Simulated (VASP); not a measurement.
A run of VASP 6.6.1 is set up as follows.

The input INCAR:

```
SYSTEM = Al6N
PREC     = Accurate       ! precision mode
ENCUT    = 520            ! plane-wave cutoff, eV
EDIFF    = 1E-6           ! SCF threshold, eV
ISMEAR   = 0              ! smearing method
SIGMA    = 0.1            ! smearing width, eV
LREAL    = .False.        ! projectors in reciprocal space
LASPH    = .True.         ! aspherical terms in the spheres
NELM     = 100            ! most SCF steps
ALGO     = Normal         ! electronic algorithm
ISIF     = 2              ! what is computed and relaxed
LWAVE    = .False.        ! write WAVECAR
LCHARG   = .False.        ! write CHGCAR
LDIPOL   = .True.       
IDIPOL   = 3            
DIPOL    = 0.5 0.5 0.344
GGA      = PE             ! functional
NBANDS   = 36             ! bands
```

Contents of KPOINTS:

```
Automatic mesh
0
Gamma
  6 6 1
  0 0 0
```

File POSCAR:

```
Al6N
1.0
    5.7135165839      0.0000000000      0.0000000000
   -2.8567582919      4.9480505066      0.0000000000
    0.0000000000      0.0000000000     21.2013781942
Al N
12 2
Direct
    0.3333333333      0.1666666667      0.1886669802
    0.3333333333      0.6666666667      0.1886669802
    0.8333333333      0.1666666667      0.1886669802
    0.8333333333      0.6666666667      0.1886669802
    0.1666666667      0.3333333333      0.2971844467
    0.1666666667      0.8333333333      0.2971844467
    0.6666666667      0.3333333333      0.2971844467
    0.6666666667      0.8333333333      0.2971844467
    0.0000000000      0.0000000000      0.4056990124
    0.0000000000      0.5000000000      0.4056990124
    0.5000000000      0.0000000000      0.4056990124
    0.5000000000      0.5000000000      0.4056990124
    0.0000000000      0.0833333333      0.5982610859
    0.0000000000      0.0833333333      0.6502517910
```

Potentials or basis: VASP PAW PBE potentials, release 64 (Al, N).

The run is started by

```bash
$ cat potpaw_PBE.64/Al/POTCAR potpaw_PBE.64/N/POTCAR > POTCAR
$ mpirun -np 1 vasp_std > vasp.out
```

Question: What does it give for the band gap on the k mesh?

Answer: Zero (bands 23 and 24 overlap by 1.02 eV).

Question: Estimate the largest force.

Answer: 1.746 eV/Å.

Forces on the atoms (eV/Å):
```
Al  -0.002  0.000  0.003
Al   0.000  0.000  0.004
Al   0.002 -0.001  0.003
Al   0.000  0.001  0.003
Al   0.000 -0.003 -0.002
Al  -0.003  0.001  0.001
Al   0.000  0.000  0.000
Al   0.003  0.002 -0.001
Al  -0.001  0.002 -0.001
Al   0.000 -0.003 -0.003
Al   0.001  0.003 -0.003
Al   0.000 -0.001 -0.003
N    0.001  0.000 -1.745
N    0.000  0.000  1.746
```

Caveat: the standard files for N, O and F lose accuracy on very short bonds.
